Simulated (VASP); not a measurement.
# HfMoC2 (P4/mmm) in VASP: a series of runs, part 2 of 2

VASP 6.6.1. The steps go on from the part before.

### Step 4. Single point, LDA

This run uses another cell than the first one, of 11.88 Å³/atom, 1.040 times its volume.

Contents of INCAR:

```
SYSTEM = HfMoC2
ALGO = Normal
EDIFF = 1E-7
ENCUT = 520
GGA = CA
ISIF = 2
ISMEAR = -1
LASPH = .TRUE.
LCHARG = .TRUE.
LELF = .TRUE.
LREAL = .FALSE.
LVHAR = .TRUE.
LWAVE = .FALSE.
NBANDS = 24
NELM = 80
PREC = Accurate
SIGMA = 0.05
```

Contents of KPOINTS:

```
k-points
0
G
  8 8 6
  0 0 0
```

Contents of POSCAR:

```
HfMoC2
1.0
    3.2334202240      0.0000000000      0.0000000000
    0.0000000000      3.2334202240      0.0000000000
    0.0000000000      0.0000000000      4.5441860843
Hf Mo C
1 1 2
Direct
    0.0000000000      0.0000000000      0.0000000000
    0.5000000000      0.5000000000      0.5000000000
    0.5000000000      0.5000000000      0.0000000000
    0.0000000000      0.0000000000      0.5000000000
```

Potentials or basis: VASP PAW LDA potentials, release 64 (Hf_pv, Mo_sv, C).

Command:

```sh
cat potpaw_LDA.64/Hf_pv/POTCAR potpaw_LDA.64/Mo_sv/POTCAR potpaw_LDA.64/C/POTCAR > POTCAR
mpirun -np 1 vasp_std > vasp.out
```

OUTCAR:

```text
SYSTEM = HfMoC2
   EDIFF = 1E-7
   ENCUT = 520
   GGA = CA
   ISIF = 2
   ISMEAR = -1
   LASPH = .TRUE.
   LREAL = .FALSE.
   NELM = 80
   PREC = Accurate

 ion  position               nearest neighbor table
   1  0.000  0.000  0.000-   4 2.27   4 2.27   3 2.29   3 2.29   3 2.29   3 2.29   2 3.22   2 3.22
                             2 3.22   2 3.22   2 3.22   2 3.22   2 3.22   2 3.22
   2  0.500  0.500  0.500-   3 2.27   3 2.27   4 2.29   4 2.29   4 2.29   4 2.29   1 3.22   1 3.22
                             1 3.22   1 3.22   1 3.22   1 3.22   1 3.22   1 3.22
   3  0.500  0.500  0.000-   2 2.27   2 2.27   1 2.29   1 2.29   1 2.29   1 2.29
   4  0.000  0.000  0.500-   1 2.27   1 2.27   2 2.29   2 2.29   2 2.29   2 2.29

  LATTYP: Found a simple tetragonal cell.
 ALAT       =     3.2334202240
 C/A-ratio  =     1.4053806092

  Lattice vectors:

 A1 = (   3.2334202240,   0.0000000000,   0.0000000000)
 A2 = (   0.0000000000,   3.2334202240,   0.0000000000)
 A3 = (   0.0000000000,   0.0000000000,   4.5441860843)

Analysis of symmetry for initial positions (statically):
=====================================================================
 Subroutine PRICEL returns:
 Original cell was already a primitive cell.

 Routine SETGRP: Setting up the symmetry group for a
 simple tetragonal supercell.

 Subroutine GETGRP returns: Found 16 space group operations
 (whereof 16 operations were pure point group operations)
 out of a pool of 16 trial point group operations.

The static configuration has the point symmetry D_4h.

Analysis of symmetry for dynamics (positions and initial velocities):
=====================================================================
 Subroutine PRICEL returns:
 Original cell was already a primitive cell.

 Routine SETGRP: Setting up the symmetry group for a
 simple tetragonal supercell.

 Subroutine GETGRP returns: Found 16 space group operations
 (whereof 16 operations were pure point group operations)
[... 118 lines left out ...]
   NUPDOWN=      -1.0000    fix difference up-down
   EMIN   =  10.00;   EMAX   =-10.00  energy-range for DOS
   EFERMI =   0.00;   METHOD = LEGACY
   ISMEAR =    -1;   SIGMA  =   0.05  broadening in eV -4-tet -1-fermi 0-gaus
   EFERMI_NEDOS =   21; number of points for ismear=-14 and -15
   IALGO  =     38    algorithm
   IMIX   =      4    mixing-type and parameters
     AMIX     =   0.40;   BMIX     =  1.00
     AMIX_MAG =   1.60;   BMIX_MAG =  1.00
  volume/ion in A,a.u.               =      11.88        80.15
  Fermi-wavevector in a.u.,A,eV,Ry     =   1.435042  2.711837 28.019107  2.059346
  Thomas-Fermi vector in A             =   2.554384
   LORBIT       =      0    0 simple, 1 ext, 2 COOP (PROOUT), +10 PAW based schemes
   GGA     = CA    functional components
   LHFCALC =     F    Hartree Fock is set to
   AEXX    =    0.0000 exact exchange contribution
   IVDW    =     0    specifies the selected vdW correction
   LEPSILON=     F    determine dielectric tensor
   LRPA    =     F    only Hartree local field effects (RPA)
 non-spin polarized calculation
  energy-cutoff  :      520.00
  volume of cell :       47.51
 maximum number of plane-waves:      1300
   NGX = 13   NGY = 13   NGZ = 17

 number of electron      32.0000005 magnetization

 Free energy of the ion-electron system (eV)
  ---------------------------------------------------
  ext. energy  EPLUGINS =         0.00000000
  ---------------------------------------------------
  free energy    TOTEN  =       -44.65230947 eV

  energy without entropy =      -44.63941080  energy(sigma->0) =      -44.64586013

 E-fermi :   8.8181     XC(G=0): -12.9085

 val. band max:        8.8098794198   @ k =   0.1250   0.1250   0.3333
 cond. band min:       8.8746350462   @ k =   0.1250   0.1250   0.5000
 fundamental gap:      0.0647556264
 Fermi energy:         8.8180521367

 k-point     1 :       0.0000    0.0000    0.0000
  band No.  band energies     occupation
      1     -52.8415      2.00000
      2     -27.0619      2.00000
      3     -27.0185      2.00000
      4     -27.0185      2.00000
      5     -21.4772      2.00000
      6     -21.2095      2.00000
[... 637 lines left out ...]
     23      14.7293      0.00000
     24      16.3143      0.00000

 [... further k-points ...]
[... 5 lines left out ...]
  --------------------------------------------------------------------------------------
  -------------------------------------------------------------------------------------
  Total       -6.3288569     -6.3288569     -7.5677163      0.0000000      0.0000000     -0.0000000
  in kB     -213.4299931   -213.4299931   -255.2084320      0.0000000      0.0000000     -0.0000000
  external PRESSURE =    -227.3561394 kB  Pullay stress =       0.0000000 kB

 VOLUME and BASIS-vectors are now :
 -----------------------------------------------------------------------------
  energy-cutoff  :      520.00
  volume of cell :       47.51
      direct lattice vectors                 reciprocal lattice vectors
     3.233420224  0.000000000  0.000000000     0.309270039  0.000000000  0.000000000
     0.000000000  3.233420224  0.000000000     0.000000000  0.309270039  0.000000000
     0.000000000  0.000000000  4.544186084     0.000000000  0.000000000  0.220061411

 POSITION                                       TOTAL-FORCE (eV/Angst)
 -----------------------------------------------------------------------------------
      0.00000      0.00000      0.00000         0.000000      0.000000      0.000000
      1.61671      1.61671      2.27209         0.000000      0.000000      0.000000
      1.61671      1.61671      0.00000         0.000000      0.000000      0.000000
      0.00000      0.00000      2.27209         0.000000      0.000000      0.000000
 -----------------------------------------------------------------------------------
    total drift:                                0.000000      0.000000     -0.000000

  FREE ENERGIE OF THE ION-ELECTRON SYSTEM (eV)
  ---------------------------------------------------
  free  energy   TOTEN  =       -44.6523094705 eV

  energy  without entropy=      -44.6394107956  energy(sigma->0) =      -44.64586013
```

OSZICAR:

```text
N       E                     dE             d eps       ncg     rms          rms(c)
DAV:   1     0.216125113808E+03    0.21613E+03   -0.17783E+04  2880   0.133E+03
DAV:   2    -0.430433447779E+02   -0.25917E+03   -0.24721E+03  3520   0.371E+02
DAV:   3    -0.523258511037E+02   -0.92825E+01   -0.91268E+01  3656   0.626E+01
DAV:   4    -0.524391220145E+02   -0.11327E+00   -0.11321E+00  3272   0.714E+00
DAV:   5    -0.524406205983E+02   -0.14986E-02   -0.14983E-02  3752   0.749E-01    0.696E+01
DAV:   6    -0.467697759972E+02    0.56708E+01   -0.40191E+01  3192   0.381E+01    0.319E+01
DAV:   7    -0.460830897172E+02    0.68669E+00   -0.15730E+01  3248   0.313E+01    0.370E+01
DAV:   8    -0.446963205062E+02    0.13868E+01   -0.28144E+00  3136   0.121E+01    0.841E+00
DAV:   9    -0.446560256916E+02    0.40295E-01   -0.22352E-01  3480   0.301E+00    0.230E+00
DAV:  10    -0.446533948692E+02    0.26308E-02   -0.28330E-02  3408   0.124E+00    0.122E+00
DAV:  11    -0.446523915520E+02    0.10033E-02   -0.18517E-03  3640   0.340E-01    0.245E-01
DAV:  12    -0.446523155372E+02    0.76015E-04   -0.41110E-04  3328   0.143E-01    0.360E-02
DAV:  13    -0.446523117535E+02    0.37837E-05   -0.23688E-05  3568   0.300E-02    0.190E-02
DAV:  14    -0.446523094954E+02    0.22580E-05   -0.63151E-06  3584   0.182E-02    0.175E-02
DAV:  15    -0.446523094705E+02    0.24912E-07   -0.69587E-07  3400   0.515E-03
   1 F= -.44652309E+02 E0= -.44645860E+02  d E =-.128987E-01
```

Wall time 62 s (1 thread of AMD EPYC 7R43 (Zen 3), shared host); peak memory 0.16 GiB.

Results:

| Quantity | Value |
| --- | --- |
| Free energy | -44.6523 eV |
| Pressure | -22.7 GPa |
| Band gap on the k mesh | zero (band 16 reaches 9.86 eV, above the bottom of band 17 at 7.51 eV) |

Stress tensor (GPa, compression positive):
```
-21.34   0.00   0.00
  0.00 -21.34   0.00
  0.00   0.00 -25.52
```

Caveat: spin-orbit coupling is left out, which moves the levels of the heavy elements.

### Step 5. The runs side by side

| cell | gap on the mesh (eV) | pressure (GPa) |
| --- | --- | --- |
| a = 3.191, b = 3.191, c = 4.485 Å, 4 atoms | none | -13.6 |
| a = 3.213, b = 3.213, c = 4.515 Å, 4 atoms | none | -18.4 |
| a = 3.233, b = 3.233, c = 4.544 Å, 4 atoms | none | -22.7 |

Alike in all rows: task single point; level LDA; potentials or basis VASP PAW LDA potentials, release 64 (Hf_pv, Mo_sv, C); no spin polarisation; k mesh 8 × 8 × 6; cutoff (eV) 520; smearing fermi-dirac 0.05 eV.

Caveats: spin-orbit coupling is left out, which moves the levels of the heavy elements.

Absolute energies hang on the potentials; compare differences alone.
